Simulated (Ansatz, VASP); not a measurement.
# TaN in VASP and in Ansatz

```xyz
2
Lattice="0.0000 2.2547 2.2547 2.2547 0.0000 2.2547 2.2547 2.2547 0.0000" Properties=species:S:1:pos:R:3 pbc="T T T"
Ta    2.2547    2.2547    2.2547
N     0.0000    0.0000    0.0000
```

Alike in both runs: task single point; functional PBE; k mesh 10 × 10 × 10; occupations fermi-dirac, width 0.05 eV; no spin polarisation.

```csv
,VASP,Ansatz
version,VASP 6.6.1,Ansatz 0.2.0
potentials or method,"VASP PAW PBE potentials, release 64 (Ta_pv, N)",Ansatz PAW soft_1
plane-wave cutoff (eV),520,420
valence electrons in the cell,16,18
```

```tsv
	VASP	Ansatz	Ansatz less VASP
gap on the k mesh at the Fermi level (eV)	none	none	-
pressure (GPa)	-17.3	-18.1	-0.75
```

A gap of «none» marks a metal or a gap that the smearing closes. The functional is the same, so the differences come from potentials, cutoffs and numerics. VASP's potentials hold 16 valence electrons a cell and Ansatz's 18, so a difference there can come from the potentials and not from the codes.

Neither program's run includes spin-orbit coupling.
